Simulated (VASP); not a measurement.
KFeAs2, 4 atoms in the cell. Symmetry: I-4m2, No. 119, tetragonal system. Conventional cell: a = 3.961 Å, b = 3.961 Å, c = 12.766 Å, α = 90.00°, β = 90.00°, γ = 90.00°. Within 3.0 Å of As (site symmetry 2mm) lie 2 Fe at 2.23 Å. Fe (site symmetry -4m2) has 4 As at 2.23 Å within 3.0 Å. K (site symmetry -4m2) has 10 As at 3.54 to 4.22 Å and 4 Fe at 3.76 Å and 4 K at 3.96 Å within 4.6 Å. 

- Program: VASP 6.6.1
- Task: single point
- Functional: PBE
- Potentials or basis: VASP PAW PBE potentials, release 64 (As, Fe, K_sv)
- Cutoff: 520 eV
- k mesh: 9 × 9 × 9
- Occupations: fermi-dirac, width 0.05 eV
- Spin: collinear spin, ferromagnetic start
- Starting moments: [0.0, 0.0, 3.0, 0.0] μB
- Hubbard terms: Fe d U = 4.0 eV
- Dipole correction: no
- Further INCAR settings: ALGO = Normal; EDIFF = 1e-07; NBANDS = 26

Potentials or basis: VASP PAW PBE potentials, release 64 (As, Fe, K_sv).

Command:

```bash
$ cat potpaw_PBE.64/As/POTCAR potpaw_PBE.64/Fe/POTCAR potpaw_PBE.64/K_sv/POTCAR > POTCAR
$ mpirun -np 1 vasp_std > vasp.out
```

Hardware: 1 thread of Intel(R) Xeon(R) Platinum 8559C (Emerald Rapids), with other jobs on the host.

Problem. How long does it take, and how much memory?

Solution. Wall time 15 min on 1 thread of Intel(R) Xeon(R) Platinum 8559C (Emerald Rapids) (shared host), peak memory 0.73 GiB. Counts: scf iterations 22, k points 75.
